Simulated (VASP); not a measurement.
Si31Sn:

```xyz
64
Lattice="10.9320 0.0000 0.0000 0.0000 10.9320 0.0000 0.0000 0.0000 10.9320" Properties=species:S:1:pos:R:3 pbc="T T T"
Si    0.0144    0.0140    0.0032
Si   10.9221   10.9176    5.4957
Si   10.9164    5.4403   10.9224
Si   10.9217    5.5086    5.4809
Si    5.4420    0.0208    0.0016
Si    5.4325   10.9217    5.4806
Si    5.4487    5.4513    0.0249
Si    5.4919    5.4549    5.4630
Si    1.3710    1.3714    1.3905
Si    1.3491    1.3183    6.8455
Si    1.3769    6.8557    1.3815
Si    1.3500    6.8310    6.8325
Si    6.8667    1.3342    1.3561
Si    6.8783    1.3713    6.8049
Si    6.8419    6.8496    1.3408
Si    2.7371    2.7150   10.9147
Si    2.7489    2.7403    5.4734
Si    2.7522    8.1977    0.0182
Si    2.7359    8.2177    5.4581
Si    8.1544    2.7297    0.0024
Si    8.2139    2.7256    5.4601
Si    8.1939    8.2163   10.9225
Si    8.2160    8.2262    5.4816
Si    4.0985    4.0969    1.3511
Si    4.1016    4.0954    6.8142
Si    4.1086    9.5927    1.4049
Si    4.1032    9.5539    6.8297
Si    9.5782    4.1057    1.3357
Si    9.5393    4.1104    6.8412
Si    9.5790    9.6028    1.3487
Si    9.6128    9.5537    6.8360
Si    2.7082   10.9188    2.6988
Si    2.6989   10.9219    8.1908
Si    2.7161    5.4864    2.7253
Si    2.7362    5.4579    8.2218
Si    8.1991   10.9129    2.7353
Si    8.1631    0.0076    8.2073
Si    8.1951    5.4798    2.7516
Si    8.1983    5.4922    8.1371
Si    4.0970    1.3924    4.0832
Si    4.1133    1.3527    9.5800
Si    4.0933    6.7903    4.1035
Si    4.1497    6.8266    9.5355
Si    9.5456    1.3972    4.0911
Si    9.5689    1.3766    9.6028
Si    9.5724    6.8489    4.0629
Si    9.5412    6.8342    9.5707
Si   10.9314    2.7752    2.7541
Si   10.9075    2.7323    8.2028
Si    0.0056    8.1575    8.2304
Si    5.4504    2.7303    2.7206
Si    5.4392    2.7221    8.2410
Si    5.4639    8.1676    2.7327
Si    5.4714    8.1810    8.2304
Si    1.3624    4.0508    4.0879
Si    1.3662    4.1412    9.5546
Si    1.3589    9.5921    4.0892
Si    1.4066    9.5765    9.5626
Si    6.7999    4.0973    4.0843
Si    6.8161    4.1062    9.5446
Si    6.8537    9.5755    4.0718
Si    6.8180    9.5594    9.5588
Sn    6.8741    6.8401    6.8547
Sn    0.0081    8.2087    2.7502
```

- Program: VASP 6.6.1
- Task: relaxation of volume and atoms at fixed shape
- Functional: PBEsol
- Potentials or basis: VASP PAW PBE potentials, release 64 (Si, Sn_d)
- Cutoff: 600 eV
- k mesh: 1 × 1 × 1, shifted
- Occupations: fermi-dirac, width 0.05 eV
- Spin: no spin polarisation

At the start: pressure 1.1 GPa; volume 20.41 Å³/atom.

Problem. Where does the relaxation end?

Solution. Over 14 steps the energy falls by 34.2 meV/atom and the volume is 20.53 Å³/atom (+0.6 %); space group C2 (No. 5, to 0.1 Å) before, C2/m (No. 12, to 0.1 Å).

The path:
```
step  energy change (eV)  largest force (eV/Å)  pressure (GPa)  volume (Å³)
   1              0.0000                3.9286            1.05      1306.46
   2             -1.8244                0.7162           -1.16      1331.93
   3             -1.8247                0.7339           -1.13      1331.55
   4             -2.0811                0.3104            0.51      1306.74
   5             -2.0815                0.3054            0.58      1305.68
   6             -2.1556                0.2039            0.01      1313.48
   7             -2.1589                0.2455           -0.13      1315.53
   8             -2.1788                0.0911           -0.03      1314.07
   9             -2.1813                0.0911            0.02      1313.36
  10             -2.1869                0.0575            0.00      1313.57
  11             -2.1879                0.0538            0.00      1313.70
  12             -2.1902                0.0372            0.00      1313.69
  13             -2.1906                0.0338            0.00      1313.68
  14             -2.1915                0.0157            0.00      1313.66
```

Final structure:
```cif
data_structure
_symmetry_space_group_name_H-M 'P 1'
_symmetry_Int_Tables_number 1
_cell_length_a 10.9520
_cell_length_b 10.9520
_cell_length_c 10.9520
_cell_angle_alpha 90.000
_cell_angle_beta 90.000
_cell_angle_gamma 90.000
_cell_volume 1313.66
loop_
_atom_site_label
_atom_site_type_symbol
_atom_site_fract_x
_atom_site_fract_y
_atom_site_fract_z
_atom_site_occupancy
Si1 Si 0.99984 0.00296 0.99731 1
Si2 Si 0.00148 0.00416 0.50278 1
Si3 Si 0.00127 0.49741 0.99877 1
Si4 Si 0.99971 0.49797 0.50274 1
Si5 Si 0.49946 0.00124 0.00154 1
Si6 Si 0.50036 0.00024 0.49987 1
Si7 Si 0.50051 0.50005 0.99993 1
Si8 Si 0.49114 0.49116 0.49141 1
Si9 Si 0.12482 0.12549 0.12515 1
Si10 Si 0.12517 0.12650 0.62665 1
Si11 Si 0.13380 0.61592 0.11633 1
Si12 Si 0.12500 0.62527 0.62525 1
Si13 Si 0.62342 0.12658 0.12467 1
Si14 Si 0.62504 0.12501 0.62476 1
Si15 Si 0.62486 0.62543 0.12498 1
Si16 Si 0.24975 0.25000 0.99958 1
Si17 Si 0.24852 0.24901 0.50003 1
Si18 Si 0.25164 0.74965 0.99917 1
Si19 Si 0.25241 0.75009 0.50247 1
Si20 Si 0.75004 0.24911 0.00126 1
Si21 Si 0.74954 0.24994 0.49979 1
Si22 Si 0.74727 0.75046 0.99740 1
Si23 Si 0.75677 0.75892 0.49395 1
Si24 Si 0.37604 0.37371 0.12433 1
Si25 Si 0.37247 0.37233 0.62477 1
Si26 Si 0.37510 0.87489 0.12595 1
Si27 Si 0.37374 0.87770 0.62620 1
Si28 Si 0.87492 0.37509 0.12542 1
Si29 Si 0.87705 0.37147 0.62617 1
Si30 Si 0.86638 0.88415 0.11582 1
Si31 Si 0.87807 0.87768 0.62543 1
Si32 Si 0.25235 0.00275 0.25043 1
Si33 Si 0.24869 0.00101 0.75027 1
Si34 Si 0.25118 0.49699 0.24856 1
Si35 Si 0.25012 0.50016 0.74969 1
Si36 Si 0.74747 0.00412 0.24817 1
Si37 Si 0.74986 0.00044 0.74976 1
Si38 Si 0.74721 0.49803 0.25017 1
Si39 Si 0.75845 0.49142 0.75869 1
Si40 Si 0.37602 0.12630 0.37525 1
Si41 Si 0.37468 0.12483 0.87512 1
Si42 Si 0.37243 0.62458 0.37242 1
Si43 Si 0.37413 0.62523 0.87612 1
Si44 Si 0.87495 0.12531 0.37491 1
Si45 Si 0.87490 0.12650 0.87369 1
Si46 Si 0.86900 0.61709 0.38102 1
Si47 Si 0.87743 0.62500 0.87744 1
Si48 Si 0.99967 0.25015 0.25015 1
Si49 Si 0.00100 0.24914 0.74994 1
Si50 Si 0.00039 0.74993 0.75034 1
Si51 Si 0.49939 0.24880 0.24855 1
Si52 Si 0.49993 0.24953 0.74994 1
Si53 Si 0.50027 0.74977 0.25036 1
Si54 Si 0.49140 0.75909 0.75848 1
Si55 Si 0.12436 0.37490 0.37506 1
Si56 Si 0.12499 0.37404 0.87353 1
Si57 Si 0.13374 0.88402 0.38386 1
Si58 Si 0.12504 0.87484 0.87546 1
Si59 Si 0.62321 0.37134 0.37216 1
Si60 Si 0.62521 0.37241 0.87729 1
Si61 Si 0.62555 0.87759 0.37232 1
Si62 Si 0.62339 0.87800 0.87621 1
Sn1 Sn 0.62371 0.62504 0.62598 1
Sn2 Sn 0.00162 0.75074 0.24821 1
```

Caveat: the k points lie up to 0.57 Å⁻¹ apart in the final cell; the PAW data sets were made with another functional, which shifts forces and pressure a little.
